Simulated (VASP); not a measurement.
Crystal: Si.

```
Si
1.0
    -2.66712    2.66712    1.45496
     2.66712   -2.66712    1.45496
     2.66712    2.66712   -1.45496
Si
2
Direct
  0.00000 0.00000 0.00000
  0.75000 0.25000 0.50000
```

| Item | Value |
| --- | --- |
| Program | VASP 6.6.1 |
| Task | relaxation of cell and atoms |
| Functional | r2SCAN |
| Potentials or basis | VASP PAW PBE potentials, release 64 (Si) |
| Cutoff | 600 eV |
| k mesh | 6 × 6 × 6 |
| Occupations | gaussian, width 0.1 eV |
| Spin | no spin polarisation |

At the start: pressure -16.7 GPa; volume 20.70 Å³/atom.

How do energy, volume and symmetry change on relaxing?

Over 9 steps the energy falls by 408.2 meV/atom and the volume is 15.12 Å³/atom (-26.9 %); space group I4_1/amd (No. 141, to 0.1 Å) before and after.

The path:
```csv
step,energy change (eV),largest force (eV/Å),pressure (GPa),volume (Å³)
1,0.0000,0.0000,-16.66,41.40
2,-0.7650,0.0000,2.45,29.80
3,-0.7692,0.0000,0.22,30.38
4,-0.8061,0.0000,2.49,29.66
5,-0.8145,0.0000,1.57,29.85
6,-0.8146,0.0000,1.46,29.88
7,-0.8146,0.0000,1.51,29.87
8,-0.8159,0.0000,-0.73,30.44
9,-0.8164,0.0000,0.00,30.25
```

Final structure:
```xyz
2
Lattice="-2.4439 2.4439 1.2661 2.4439 -2.4439 1.2661 2.4439 2.4439 -1.2661" Properties=species:S:1:pos:R:3 pbc="T T T"
Si    0.0000    0.0000    0.0000
Si    0.0000    2.4439    0.6330
```

Caveat: the k points lie up to 0.47 Å⁻¹ apart in the final cell, too coarse for converged energies and pressures of a metal; the volume moved by over 15 % at a fixed basis, so the end points are rough; the PAW data sets were made with another functional, which shifts forces and pressure a little.
